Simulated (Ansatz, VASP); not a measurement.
AlSe4: VASP beside Ansatz

```
Al Se
1.0
     3.98959    0.00000    0.00000
     0.00000    3.98959    0.00000
     0.00000    0.00000    7.17264
Al Se
1 4
Direct
  0.50000 0.50000 0.00000
  0.00000 0.50000 0.75004
  0.50000 0.00000 0.75004
  0.00000 0.50000 0.24996
  0.50000 0.00000 0.24996
```

Alike in both runs: functional PBE; dispersion D3(BJ); k mesh 10 × 10 × 6; occupations gaussian, width 0.1 eV; no spin polarisation.

Ansatz relaxed the structure, and its values are those at the end. VASP's run is a single point on that final structure, the one shown.

|  | VASP | Ansatz |
| --- | --- | --- |
| version | VASP 6.6.1 | Ansatz 0.2.0 |
| potentials or method | VASP PAW PBE potentials, release 64 (Al, Se), cutoff 520 eV | scalar-relativistic, plane waves, PAW |
| valence electrons in the cell | 27 | 67 |

|  | VASP | Ansatz | Ansatz less VASP |
| --- | --- | --- | --- |
| gap on the k mesh at the Fermi level (eV) | none | none | - |
| pressure (GPa) | 0.1 | 0.0 | -0.06 |

A gap of «none» marks a metal or a gap that the smearing closes. VASP's potentials hold 27 valence electrons a cell and Ansatz's 67, so a difference there can come from the potentials and not from the codes.
